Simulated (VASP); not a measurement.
# BN (P6_3mc) in VASP: further runs

BN is run at these levels: HSE06; tasks: single point.

Program: VASP 6.6.1. These are calculated values, not measurements. Logs are shortened: lines on timing, memory, paths and dates and some standing lists are left out, and cuts for length are marked.

## Step 1: The cell of the first run

Symmetry: P6_3mc, No. 186, hexagonal system. Conventional cell: a = 2.544 Å, b = 2.544 Å, c = 4.208 Å, α = 90.00°, β = 90.00°, γ = 120.00°. Within 2.1 Å of B (site symmetry 3m) lie 4 N at 1.56 to 1.58 Å. Within 2.1 Å of N (site symmetry 3m) lie 4 B at 1.56 to 1.58 Å.

## Step 2: Single point, HSE06

Contents of POSCAR:

```
BN
1.0
    2.5439500013      0.0000000000      0.0000000000
   -1.2719750007      2.2031253271      0.0000000000
    0.0000000000      0.0000000000      4.2078153363
B N
2 2
Direct
    0.3333333333      0.6666666667      0.0002034648
    0.6666666667      0.3333333333      0.5002034648
    0.3333333333      0.6666666667      0.3747965352
    0.6666666667      0.3333333333      0.8747965352
```

Contents of INCAR.step1:

```
  PREC = Accurate
  ENCUT = 520
  EDIFF = 1E-5
  ISMEAR = 0
  SIGMA = 0.01
  LREAL = F
  LASPH = T
  NELM = 80
  ALGO = Normal
  ISIF = 2
  LWAVE = T
  LCHARG = F
  GGA = PE
  NBANDS = 16
```

Contents of INCAR.step2:

```
  PREC = Accurate
  ENCUT = 520
  EDIFF = 1E-6
  ISMEAR = 0
  SIGMA = 0.01
  LREAL = F
  LASPH = T
  NELM = 80
  ALGO = Normal
  ISIF = 2
  LWAVE = F
  LCHARG = F
  GGA = PE
  LHFCALC = T
  HFSCREEN = 0.2079
  PRECFOCK = Normal
  ISTART = 1
  NBANDS = 16
```

Contents of KPOINTS:

```
Automatic mesh
0
Gamma
  9 9 4
```

Potentials or basis: VASP PAW PBE potentials, release 64 (B, N).

Command:

```console
> cat potpaw_PBE.64/B/POTCAR potpaw_PBE.64/N/POTCAR > POTCAR
> cp INCAR.step1 INCAR
> mpirun -np 1 vasp_std > vasp.out
> cp INCAR.step2 INCAR
> mpirun -np 1 vasp_std > vasp.out
```

OUTCAR:

```text
PREC = Accurate
   ENCUT = 520
   EDIFF = 1E-6
   ISMEAR = 0
   LREAL = F
   LASPH = T
   NELM = 80
   ISIF = 2
   GGA = PE
   LHFCALC = T
   HFSCREEN = 0.2079
   PRECFOCK = Normal
   ISTART = 1

 ion  position               nearest neighbor table
   1  0.333  0.667  0.000-   4 1.56   4 1.56   4 1.56   3 1.58
   2  0.667  0.333  0.500-   3 1.56   3 1.56   3 1.56   4 1.58
   3  0.333  0.667  0.375-   2 1.56   2 1.56   2 1.56   1 1.58
   4  0.667  0.333  0.875-   1 1.56   1 1.56   1 1.56   2 1.58

  LATTYP: Found a hexagonal cell.
 ALAT       =     2.5439500013
 C/A-ratio  =     1.6540479703

  Lattice vectors:

 A1 = (   2.5439500013,   0.0000000000,   0.0000000000)
 A2 = (  -1.2719750007,   2.2031253271,   0.0000000000)
 A3 = (   0.0000000000,   0.0000000000,   4.2078153363)

Analysis of symmetry for initial positions (statically):
=====================================================================
 Subroutine PRICEL returns:
 Original cell was already a primitive cell.

 Routine SETGRP: Setting up the symmetry group for a
 hexagonal supercell.

 Subroutine GETGRP returns: Found 12 space group operations
 (whereof  6 operations were pure point group operations)
 out of a pool of 24 trial point group operations.

The static configuration has the point symmetry C_3v.
 The point group associated with its full space group is C_6v.

Analysis of symmetry for dynamics (positions and initial velocities):
=====================================================================
 Subroutine PRICEL returns:
 Original cell was already a primitive cell.

 Routine SETGRP: Setting up the symmetry group for a
 hexagonal supercell.

 Subroutine GETGRP returns: Found 12 space group operations
 (whereof  6 operations were pure point group operations)
 out of a pool of 24 trial point group operations.

The dynamic configuration has the point symmetry C_3v.
 The point group associated with its full space group is C_6v.

 Subroutine INISYM returns: Found 12 space group operations
 (whereof  6 operations are pure point group operations),
 and found     1 'primitive' translations

----------------------------------------------------------------------------------------

                                     Primitive cell

  volume of cell :      23.5833

  direct lattice vectors                    reciprocal lattice vectors
     2.543950001  0.000000000  0.000000000     0.393089487  0.226950321  0.000000000
    -1.271975001  2.203125327  0.000000000     0.000000000  0.453900642  0.000000000
     0.000000000  0.000000000  4.207815336     0.000000000  0.000000000  0.237653015

  length of vectors
     2.543950001  2.543950001  4.207815336     0.453900642  0.453900642  0.237653015

  position of ions in fractional coordinates (direct lattice)
     0.333333333  0.666666667  0.000203465
     0.666666667  0.333333333  0.500203465
     0.333333333  0.666666667  0.374796535
     0.666666667  0.333333333  0.874796535

  ion indices of the primitive-cell ions
   primitive index   ion index
                 1           1
                 2           2
                 3           3
                 4           4

----------------------------------------------------------------------------------------

 KPOINTS: Automatic mesh

Automatic generation of k-mesh.
 Grid dimensions read from file:
 generate k-points for:    9    9    4

 Generating k-lattice:

  Cartesian coordinates                     Fractional coordinates (reciprocal lattice)
     0.043676610  0.025216702  0.000000000     0.111111111  0.000000000  0.000000000
     0.000000000  0.050433405  0.000000000     0.000000000  0.111111111  0.000000000
     0.000000000  0.000000000  0.059413254     0.000000000  0.000000000  0.250000000

  Length of vectors
     0.050433405  0.050433405  0.059413254

  Shift w.r.t. Gamma in fractional coordinates (k-lattice)
     0.000000000  0.000000000  0.000000000

 Subroutine IBZKPT returns following result:
 ===========================================

 Found     36 irreducible k-points:

 Following reciprocal coordinates:
            Coordinates               Weight
  0.000000  0.000000  0.000000      1.000000
  0.111111 -0.000000  0.000000      6.000000
  0.222222  0.000000  0.000000      6.000000
  0.333333  0.000000  0.000000      6.000000
  0.444444  0.000000  0.000000      6.000000
  0.111111  0.111111  0.000000      6.000000
[... 16 lines left out ...]
  0.333333  0.222222  0.250000     24.000000
  0.333333  0.333333  0.250000      4.000000
 [... further k-points ...]
   k-points           NKPTS =     36   k-points in BZ     NKDIM =    324   number of bands    NBANDS=     16
   number of dos      NEDOS =    301   number of ions     NIONS =      4
   total plane-waves  NPLWV =  12800
   dimension x,y,z NGX =    20 NGY =   20 NGZ =   32
   dimension x,y,z NGXF=    40 NGYF=   40 NGZF=   64
   ions per type =               2   2
   NGX,Y,Z   is equivalent  to a cutoff of  13.07, 13.07, 12.64 a.u.
   NGXF,Y,Z  is equivalent  to a cutoff of  26.14, 26.14, 25.29 a.u.
 SYSTEM =  unknown system
   PREC   = accura    normal or accurate (medium, high low for compatibility)
   ISTART =      1    job   : 0-new  1-cont  2-samecut
   ICHARG =      0    charge: 1-file 2-atom 10-const
   ISPIN  =      1    spin polarized calculation?
   LNONCOLLINEAR =      F non collinear calculations
   LSORBIT =      F    spin-orbit coupling
   LASPH  =      T    aspherical Exc in radial PAW
   ENCUT  =  520.0 eV  38.22 Ry    6.18 a.u.   4.73  4.73  7.82*2*pi/ulx,y,z
   NELM   =     80;   NELMIN=  2; NELMDL=  0     # of ELM steps
   EDIFF  = 0.1E-05   stopping-criterion for ELM
   LREAL  =      F    real-space projection
   EDIFFG = 0.1E-04   stopping-criterion for IOM
   NSW    =      0    number of steps for IOM
   IBRION =     -1    ionic relax: 0-MD 1-quasi-New 2-CG
   NFREE  =      0    steps in history (QN), initial steepest desc. (CG)
   ISIF   =      2    stress and relaxation
   ISYM   =      3    0-nonsym 1-usesym 2-fastsym
   POTIM  = 0.5000    time-step for ionic-motion
   TEBEG  =    0.0;   TEEND  =   0.0 temperature during run
   PSTRESS=    0.0 pullay stress
   NELECT =      16.0000    total number of electrons
   NUPDOWN=      -1.0000    fix difference up-down
   EMIN   =  10.00;   EMAX   =-10.00  energy-range for DOS
   EFERMI =   0.00;   METHOD = LEGACY
   ISMEAR =     0;   SIGMA  =   0.01  broadening in eV -4-tet -1-fermi 0-gaus
   EFERMI_NEDOS =   21; number of points for ismear=-14 and -15
   IALGO  =     38    algorithm
   IMIX   =      1    mixing-type and parameters
     AMIX     =   0.40;   BMIX     =  1.00
     AMIX_MAG =   1.60;   BMIX_MAG =  1.00
  volume/ion in A,a.u.               =       5.90        39.79
  Fermi-wavevector in a.u.,A,eV,Ry     =   1.438512  2.718393 28.154745  2.069315
  Thomas-Fermi vector in A             =   2.557470
   LORBIT       =      0    0 simple, 1 ext, 2 COOP (PROOUT), +10 PAW based schemes
   GGA     = PE    functional components
   LHFCALC =     T    Hartree Fock is set to
   PRECFOCK=normal    Normal, Fast or Accurate (Low or Medium for compatibility)
   ENCUT4O =  -1.0   cutoff for four orbital integrals eV
   NKREDX  =     1    reduce k-point grid by
   NKREDY  =     1    reduce k-point grid by
   NKREDZ  =     1    reduce k-point grid by
   AEXX    =    0.2500 exact exchange contribution
   HFSCREEN=    0.2079 screening length (either q_TF or 0.3 A-1)
   HFSCREENC=   0.2079 screening length for correlation (either q_TF or 0.3 A-1)
   ENCUTFOCK=  -1.0 apply spherical cutoff to Coloumb kernel
   IVDW    =     0    specifies the selected vdW correction
   LEPSILON=     F    determine dielectric tensor
   LRPA    =     F    only Hartree local field effects (RPA)
 non-spin polarized calculation
 Gauss-broadening in eV      SIGMA  =   0.01
  energy-cutoff  :      520.00
  volume of cell :       23.58
 maximum number of plane-waves:       652
 NGX is ok and might be reduce to    20
  NGX = 16; NGY = 16; NGZ = 24

 number of electron      16.0000000 magnetization

 Free energy of the ion-electron system (eV)
  ---------------------------------------------------
  ext. energy  EPLUGINS =         0.00000000
  ---------------------------------------------------
  free energy    TOTEN  =       -40.58115089 eV

  energy without entropy =      -40.58115089  energy(sigma->0) =      -40.58115089

 E-fermi :   6.8007     XC(G=0): -10.4866

 val. band max:        6.7337430537   @ k =   0.0000   0.0000   0.0000
 cond. band min:      13.2443909750   @ k =   0.3333   0.3333   0.0000
 fundamental gap:      6.5106479213
 Fermi energy:         6.8006844380

 k-point     1 :       0.0000    0.0000    0.0000
  band No.  band energies     occupation
      1     -15.5799      2.00000
      2     -11.1183      2.00000
      3      -5.1524      2.00000
      4       4.4321      2.00000
      5       4.4321      2.00000
      6       6.4663      2.00000
[... 8 lines left out ...]
     15      20.6033      0.00000
     16      25.2768      0.00000

 k-point     2 :       0.1111   -0.0000    0.0000
  band No.  band energies     occupation
      1     -15.2904      2.00000
      2     -10.8975      2.00000
      3      -4.8607      2.00000
      4       3.1556      2.00000
      5       3.9176      2.00000
      6       5.6691      2.00000
[... 8 lines left out ...]
     15      21.4324      0.00000
     16      24.7419      0.00000

 k-point     3 :       0.2222    0.0000    0.0000
  band No.  band energies     occupation
      1     -14.4396      2.00000
      2     -10.2959      2.00000
      3      -4.0073      2.00000
      4       0.4262      2.00000
      5       2.8655      2.00000
      6       3.2829      2.00000
[... 8 lines left out ...]
     15      23.4062      0.00000
     16      23.9232      0.00000
[... 362 lines left out ...]
 k-point    23 :       0.3333    0.2222    0.2500
  band No.  band energies     occupation
      1     -10.6785      2.00000
      2      -9.5669      2.00000
      3      -3.3386      2.00000
      4      -2.2915      2.00000
      5      -1.0580      2.00000
      6       0.9523      2.00000
[... 8 lines left out ...]
     15      24.7714      0.00000
     16      25.7521      0.00000

 k-point    24 :       0.3333    0.3333    0.2500
  band No.  band energies     occupation
      1      -9.7963      2.00000
      2      -9.7963      2.00000
      3      -2.8207      2.00000
      4      -2.2779      2.00000
      5      -2.2779      2.00000
      6      -0.0314      2.00000
[... 8 lines left out ...]
     15      25.5284      0.00000
     16      25.5284      0.00000

 [... further k-points ...]

------------------------ aborting loop because EDIFF is reached ----------------------------------------

  FORCE on cell =-STRESS in cart. coord.  units (eV):
  Direction    XX          YY          ZZ          XY          YZ          ZX
  --------------------------------------------------------------------------------------
  -------------------------------------------------------------------------------------
  Total       -0.5536059     -0.5536059     -0.6410649      0.0000000      0.0000000      0.0000000
  in kB      -37.6103072    -37.6103072    -43.5520051      0.0000000      0.0000000      0.0000000
  external PRESSURE =     -39.5908732 kB  Pullay stress =       0.0000000 kB

 VOLUME and BASIS-vectors are now :
 -----------------------------------------------------------------------------
  energy-cutoff  :      520.00
  volume of cell :       23.58
      direct lattice vectors                 reciprocal lattice vectors
     2.543950001  0.000000000  0.000000000     0.393089487  0.226950321  0.000000000
    -1.271975001  2.203125327  0.000000000     0.000000000  0.453900642  0.000000000
     0.000000000  0.000000000  4.207815336     0.000000000  0.000000000  0.237653015

 POSITION                                       TOTAL-FORCE (eV/Angst)
 -----------------------------------------------------------------------------------
     -0.00000      1.46875      0.00086         0.000000     -0.000000     -0.008744
      1.27198      0.73438      2.10476        -0.000000      0.000000     -0.008744
     -0.00000      1.46875      1.57707        -0.000000      0.000000      0.008744
      1.27198      0.73438      3.68098         0.000000     -0.000000      0.008744
 -----------------------------------------------------------------------------------
    total drift:                                0.000000     -0.000000     -0.000068

  FREE ENERGIE OF THE ION-ELECTRON SYSTEM (eV)
  ---------------------------------------------------
  free  energy   TOTEN  =       -40.5811508889 eV

  energy  without entropy=      -40.5811508889  energy(sigma->0) =      -40.58115089
```

It took 24 min on 1 thread of Intel Xeon Platinum 8559C (Emerald Rapids), shared host; peak memory 0.24 GiB.

What came out:

* Free energy: -40.5812 eV
* Pressure: -4.0 GPa
* Largest force: 0.009 eV/Å
* Band gap on the k mesh: 6.51 eV (least direct gap 9.94 eV)

Forces on the atoms (eV/Å):
```
B    0.000  0.000 -0.009
B    0.000  0.000 -0.009
N    0.000  0.000  0.009
N    0.000  0.000  0.009
```

Stress tensor (GPa, compression positive):
```
-3.76  0.00  0.00
 0.00 -3.76  0.00
 0.00  0.00 -4.36
```

Levels at points of the mesh, in eV from the valence-band top:
```csv
k point,band 6,band 7,band 8,band 9,band 10,band 11
"(0.00, 0.00, 0.00)",-0.27,0.00,0.00,10.08,10.08,10.34
"(0.00, 0.00, 0.50)",-1.27,-1.27,-1.27,11.22,11.22,11.73
```

Caveat: the cell stands under tension; the PAW data sets were made with another functional, which shifts forces and pressure a little; an odd mesh through Γ misses points on the zone boundary, where band edges can lie.

(Continued in part 2 of 2.)
